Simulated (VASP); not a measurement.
# LiSi16 (a cell with a defect) in VASP: notebook, part 3 of 3

VASP 6.6.1. The steps go on from the part before.

**4. Single point, r2SCAN**

File POSCAR:

```
LiSi16
1.0
    0.0000000000      5.4300000000      5.4300000000
    5.4300000000      0.0000000000      5.4300000000
    5.4300000000      5.4300000000      0.0000000000
Si Li
16 1
Direct
    0.0016492634     -0.0018341621     -0.0015435543
    0.1315334254      0.1228616022      0.1231838858
    0.0016184162     -0.0018596685      0.5025073665
    0.1238672192      0.1275406998      0.6246548803
    0.0016341621      0.5021803867     -0.0015586556
    0.1238739411      0.6243630755      0.1278183241
   -0.0003201657      0.5001468692      0.5004245856
    0.1238666667      0.6243447514      0.6246441989
    0.4995807551      0.0001892265      0.0005599448
    0.6223426335      0.1228571823      0.1231790976
    0.4976634438     -0.0018604972      0.5025037753
    0.6223079190      0.1228134438      0.6324977901
    0.4976728361      0.5021772560     -0.0015601289
    0.6223215470      0.6321320442      0.1231511971
    0.4976603131      0.5021325046      0.5024774401
    0.6270762431      0.6243443831      0.6246432781
    0.7495793738      0.2501911602      0.2505600368
```

File INCAR.step1:

```
ALGO     = Normal         # electronic algorithm
EDIFF    = 1E-4           # SCF threshold, eV
ENCUT    = 520            # plane-wave cutoff, eV
GGA      = PE             # functional
ISMEAR   = 0              # smearing method
LASPH    = True           # aspherical terms in the spheres
LCHARG   = False          # write CHGCAR
LREAL    = Auto         
LWAVE    = True           # write WAVECAR
NBANDS   = 48             # bands
NELECT   = 66.0         
NELM     = 60             # most SCF steps
PREC     = Accurate       # precision mode
SIGMA    = 0.02           # smearing width, eV
```

File INCAR.step2:

```
ALGO     = Normal         # electronic algorithm
EDIFF    = 1E-6           # SCF threshold, eV
ENCUT    = 520            # plane-wave cutoff, eV
ISIF     = 2              # what is computed and relaxed
ISMEAR   = 0              # smearing method
ISTART   = 1            
LASPH    = True           # aspherical terms in the spheres
LCHARG   = False          # write CHGCAR
LMIXTAU  = True         
LREAL    = Auto         
LWAVE    = False          # write WAVECAR
METAGGA  = R2SCAN         # meta-GGA
NBANDS   = 48             # bands
NELECT   = 66.0         
NELM     = 60             # most SCF steps
PREC     = Accurate       # precision mode
SIGMA    = 0.02           # smearing width, eV
```

File KPOINTS:

```
k-points
0
Gamma
  2 2 2
```

Potentials or basis: VASP PAW PBE potentials, release 64 (Si, Li_sv).

Run with:

```bash
$ cat potpaw_PBE.64/Si/POTCAR potpaw_PBE.64/Li_sv/POTCAR > POTCAR
$ cp INCAR.step1 INCAR
$ mpirun -np 1 vasp_std > vasp.out
$ cp INCAR.step2 INCAR
$ mpirun -np 1 vasp_std > vasp.out
```

OUTCAR:

```text
EDIFF = 1E-6
   ENCUT = 520
   ISIF = 2
   ISMEAR = 0
   ISTART = 1
   LASPH = True
   LREAL = Auto
   METAGGA = R2SCAN
   NELECT = 66.0
   NELM = 60
   PREC = Accurate

 ion  position               nearest neighbor table
   1  0.002  0.998  0.998-   4 2.34   6 2.34  10 2.38   2 2.38  17 2.74
   2  0.132  0.123  0.123-   9 2.31   1 2.38   5 2.38   3 2.38  17 2.39
   3  0.002  0.998  0.503-   8 2.34   4 2.34  12 2.38   2 2.38  17 2.74
   4  0.124  0.128  0.625-   7 2.34  11 2.34   3 2.34   1 2.34
   5  0.002  0.502  0.998-   8 2.34   6 2.34  14 2.38   2 2.38  17 2.74
   6  0.124  0.624  0.128-   7 2.34  13 2.34   5 2.34   1 2.34
   7  1.000  0.500  0.500-  16 2.34   8 2.34   4 2.34   6 2.34
   8  0.124  0.624  0.625-   7 2.34  15 2.34   3 2.34   5 2.34
   9  0.500  0.000  0.001-   2 2.31  10 2.31  14 2.31  12 2.31
  10  0.622  0.123  0.123-   9 2.31   1 2.38  13 2.38  11 2.38  17 2.39
  11  0.498  0.998  0.503-  16 2.34   4 2.34  12 2.38  10 2.38  17 2.74
  12  0.622  0.123  0.632-   9 2.31   3 2.38  11 2.38  15 2.38  17 2.39
  13  0.498  0.502  0.998-  16 2.34   6 2.34  14 2.38  10 2.38  17 2.74
  14  0.622  0.632  0.123-   9 2.31   5 2.38  13 2.38  15 2.38  17 2.39
  15  0.498  0.502  0.502-   8 2.34  16 2.34  12 2.38  14 2.38  17 2.74
  16  0.627  0.624  0.625-   7 2.34  15 2.34  11 2.34  13 2.34
  17  0.750  0.250  0.251-  12 2.39  14 2.39  10 2.39   2 2.39  15 2.74  11 2.74   3 2.74  13 2.74
                             5 2.74   1 2.74

  LATTYP: Found a face centered cubic cell.
 ALAT       =    10.8600000000

  Lattice vectors:

 A1 = (   0.0000000000,   5.4300000000,   5.4300000000)
 A2 = (   5.4300000000,   0.0000000000,   5.4300000000)
 A3 = (   5.4300000000,   5.4300000000,   0.0000000000)

Analysis of symmetry for initial positions (statically):
=====================================================================
 Subroutine PRICEL returns:
 Original cell was already a primitive cell.

 Routine SETGRP: Setting up the symmetry group for a
 face centered cubic supercell.

 Subroutine GETGRP returns: Found  1 space group operations
 (whereof  1 operations were pure point group operations)
 out of a pool of 48 trial point group operations.

The static configuration has the point symmetry C_1 .

Analysis of symmetry for dynamics (positions and initial velocities):
=====================================================================
 Subroutine PRICEL returns:
 Original cell was already a primitive cell.

 Routine SETGRP: Setting up the symmetry group for a
 face centered cubic supercell.

 Subroutine GETGRP returns: Found  1 space group operations
 (whereof  1 operations were pure point group operations)
 out of a pool of 48 trial point group operations.

The dynamic configuration has the point symmetry C_1 .

 Subroutine INISYM returns: Found  1 space group operations
 (whereof  1 operations are pure point group operations),
 and found     1 'primitive' translations

----------------------------------------------------------------------------------------

                                     Primitive cell

  volume of cell :     320.2060

  direct lattice vectors                    reciprocal lattice vectors
     0.000000000  5.430000000  5.430000000    -0.092081031  0.092081031  0.092081031
     5.430000000  0.000000000  5.430000000     0.092081031 -0.092081031  0.092081031
[... 79 lines left out ...]
  0.500000  0.000000  0.500000      1.000000
   k-points           NKPTS =      8   k-points in BZ     NKDIM =      8   number of bands    NBANDS=     48
   number of dos      NEDOS =    301   number of ions     NIONS =     17
   total plane-waves  NPLWV = 216000
   dimension x,y,z NGX =    60 NGY =   60 NGZ =   60
   dimension x,y,z NGXF=   120 NGYF=  120 NGZF=  120
   ions per type =              16   1
   NGX,Y,Z   is equivalent  to a cutoff of  12.99, 12.99, 12.99 a.u.
   NGXF,Y,Z  is equivalent  to a cutoff of  25.98, 25.98, 25.98 a.u.
 SYSTEM =  unknown system
   PREC   = accura    normal or accurate (medium, high low for compatibility)
   ISTART =      1    job   : 0-new  1-cont  2-samecut
   ICHARG =      0    charge: 1-file 2-atom 10-const
   ISPIN  =      1    spin polarized calculation?
   LNONCOLLINEAR =      F non collinear calculations
   LSORBIT =      F    spin-orbit coupling
   LASPH  =      T    aspherical Exc in radial PAW
   ENCUT  =  520.0 eV  38.22 Ry    6.18 a.u.  14.28 14.28 14.28*2*pi/ulx,y,z
   NELM   =     60;   NELMIN=  2; NELMDL=  0     # of ELM steps
   EDIFF  = 0.1E-05   stopping-criterion for ELM
   LREAL  =      T    real-space projection
   EDIFFG = 0.1E-04   stopping-criterion for IOM
   NSW    =      0    number of steps for IOM
   IBRION =     -1    ionic relax: 0-MD 1-quasi-New 2-CG
   NFREE  =      0    steps in history (QN), initial steepest desc. (CG)
   ISIF   =      2    stress and relaxation
   ISYM   =      2    0-nonsym 1-usesym 2-fastsym
   POTIM  = 0.5000    time-step for ionic-motion
   TEBEG  =    0.0;   TEEND  =   0.0 temperature during run
   PSTRESS=    0.0 pullay stress
   NELECT =      66.0000    total number of electrons
   NUPDOWN=      -1.0000    fix difference up-down
   EMIN   =  10.00;   EMAX   =-10.00  energy-range for DOS
   EFERMI =   0.00;   METHOD = LEGACY
   ISMEAR =     0;   SIGMA  =   0.02  broadening in eV -4-tet -1-fermi 0-gaus
   EFERMI_NEDOS =   21; number of points for ismear=-14 and -15
   IALGO  =     38    algorithm
   IMIX   =      4    mixing-type and parameters
     AMIX     =   0.40;   BMIX     =  1.00
     AMIX_MAG =   1.60;   BMIX_MAG =  1.00
  volume/ion in A,a.u.               =      18.84       127.11
  Fermi-wavevector in a.u.,A,eV,Ry     =   0.967044  1.827449 12.723821  0.935174
  Thomas-Fermi vector in A             =   2.096897
   LORBIT       =      0    0 simple, 1 ext, 2 COOP (PROOUT), +10 PAW based schemes
   METAGGA = R2SCAN    functional components
   LHFCALC =     F    Hartree Fock is set to
   AEXX    =    0.0000 exact exchange contribution
   IVDW    =     0    specifies the selected vdW correction
   LEPSILON=     F    determine dielectric tensor
   LRPA    =     F    only Hartree local field effects (RPA)
 non-spin polarized calculation
 Gauss-broadening in eV      SIGMA  =   0.02
  energy-cutoff  :      520.00
  volume of cell :      320.21
 maximum number of plane-waves:      8646
 NGX is ok and might be reduce to    60
   NGX = 29   NGY = 29   NGZ = 29

 number of electron      65.9999997 magnetization

 Free energy of the ion-electron system (eV)
  ---------------------------------------------------
  ext. energy  EPLUGINS =         0.00000000
  ---------------------------------------------------
  free energy    TOTEN  =      -147.80505648 eV

  energy without entropy =     -147.80505648  energy(sigma->0) =     -147.80505648

 E-fermi :   6.1638     XC(G=0):  -9.8963

 val. band max:        5.9510283142   @ k =   0.0000   0.0000   0.0000
 cond. band min:       6.7988597356   @ k =   0.0000   0.0000   0.0000
 fundamental gap:      0.8478314214
 Fermi energy:         6.1637711917

 k-point     1 :       0.0000    0.0000    0.0000
  band No.  band energies     occupation
      1     -42.1198      2.00000
      2      -6.5771      2.00000
      3      -4.2040      2.00000
      4      -4.1467      2.00000
      5      -4.1466      2.00000
      6      -4.1466      2.00000
[... 373 lines left out ...]
     44      10.5675      0.00000
     45      10.6550      0.00000
 [bands above 45 left out]

------------------------ aborting loop because EDIFF is reached ----------------------------------------

  FORCE on cell =-STRESS in cart. coord.  units (eV):
  Direction    XX          YY          ZZ          XY          YZ          ZX
  --------------------------------------------------------------------------------------
  -------------------------------------------------------------------------------------
  Total       -4.0906038     -4.0919478     -4.0918159     -0.0004268     -0.0047328      0.0005781
  in kB      -20.4676750    -20.4744001    -20.4737399     -0.0021355     -0.0236811      0.0028924
  external PRESSURE =     -20.4719383 kB  Pullay stress =       0.0000000 kB

 VOLUME and BASIS-vectors are now :
 -----------------------------------------------------------------------------
  energy-cutoff  :      520.00
  volume of cell :      320.21
      direct lattice vectors                 reciprocal lattice vectors
     0.000000000  5.430000000  5.430000000    -0.092081031  0.092081031  0.092081031
     5.430000000  0.000000000  5.430000000     0.092081031 -0.092081031  0.092081031
     5.430000000  5.430000000  0.000000000     0.092081031  0.092081031 -0.092081031

 POSITION                                       TOTAL-FORCE (eV/Angst)
 -----------------------------------------------------------------------------------
     10.84166      5.43057      5.42900         0.002972     -0.000363      0.000711
      1.33603      1.38311      1.38136        -0.000442     -0.000113      0.000480
      8.14852      2.73740      5.42869        -0.001047     -0.002105      0.000572
      4.08442      4.06448      1.36515        -0.000426      0.001284     -0.001322
      8.14838      5.43041      2.73571        -0.000686      0.000550     -0.002368
      4.08434      1.36669      4.06293        -0.000191     -0.000781      0.000844
[... 9 lines left out ...]
      6.78200      6.79684      6.79521         0.001501     -0.001288     -0.001285
      2.71908      5.43076      5.42875         0.009782      0.001476     -0.001414
 -----------------------------------------------------------------------------------
    total drift:                                0.009150      0.001085     -0.000440

  FREE ENERGIE OF THE ION-ELECTRON SYSTEM (eV)
  ---------------------------------------------------
  free  energy   TOTEN  =      -147.8050564789 eV

  energy  without entropy=     -147.8050564789  energy(sigma->0) =     -147.80505648
```

Wall time 5.3 min (1 thread of Intel Xeon 6975P-C (Granite Rapids), shared host); peak memory 0.55 GiB.

Results:

```yaml
Free_energy: -147.8051 eV
Largest_force: 0.010 eV/Å
```

Forces on the atoms (eV/Å):
```
Si   0.003  0.000  0.001
Si   0.000  0.000  0.000
Si  -0.001 -0.002  0.001
Si   0.000  0.001 -0.001
Si  -0.001  0.001 -0.002
Si   0.000 -0.001  0.001
Si  -0.002  0.000  0.001
Si   0.002  0.001  0.001
Si  -0.004 -0.001  0.001
Si   0.000  0.000  0.000
Si  -0.001 -0.001  0.002
Si  -0.001  0.000  0.000
Si   0.000  0.002  0.000
Si  -0.002  0.000  0.000
Si  -0.002  0.000  0.000
Si   0.002 -0.001 -0.001
Li   0.010  0.001 -0.001
```

Levels at points of the mesh, in eV from the Fermi level:
| k point | band 30 | band 31 | band 32 | band 33 | band 34 | band 35 | band 36 | band 37 |
| --- | --- | --- | --- | --- | --- | --- | --- | --- |
| (0.00, 0.00, 0.00) | -1.41 | -0.21 | -0.21 | -0.21 | 0.64 | 0.64 | 0.64 | 0.71 |
| (0.50, 0.00, 0.00) | -1.08 | -1.08 | -0.98 | -0.98 | 1.23 | 1.42 | 1.42 | 1.62 |
| (0.00, 0.50, 0.00) | -1.08 | -1.08 | -0.98 | -0.98 | 1.23 | 1.42 | 1.42 | 1.62 |
| (0.00, 0.00, 0.50) | -1.08 | -1.08 | -0.98 | -0.98 | 1.23 | 1.42 | 1.42 | 1.62 |
| (0.50, 0.50, 0.50) | -1.08 | -1.08 | -0.98 | -0.98 | 1.23 | 1.42 | 1.42 | 1.62 |
| (0.50, 0.50, 0.00) | -1.65 | -1.65 | -1.61 | -1.56 | 1.05 | 1.13 | 2.27 | 2.38 |
| (0.00, 0.50, 0.50) | -1.65 | -1.65 | -1.61 | -1.56 | 1.05 | 1.13 | 2.27 | 2.38 |
| (0.50, 0.00, 0.50) | -1.65 | -1.65 | -1.61 | -1.56 | 1.05 | 1.13 | 2.27 | 2.38 |

Caveat: the k points lie up to 0.50 Å⁻¹ apart; the cell carries a net charge on a neutralising background, which shifts energy and pressure; the cell is charged against a uniform background, so pressure and absolute levels hang on convention; the cutoff is under 1.25 times the usual one of these potentials, so pressure, stress and relaxed cells hold a basis-set (Pulay) error; the PAW data sets were made with another functional, which shifts forces and pressure a little.
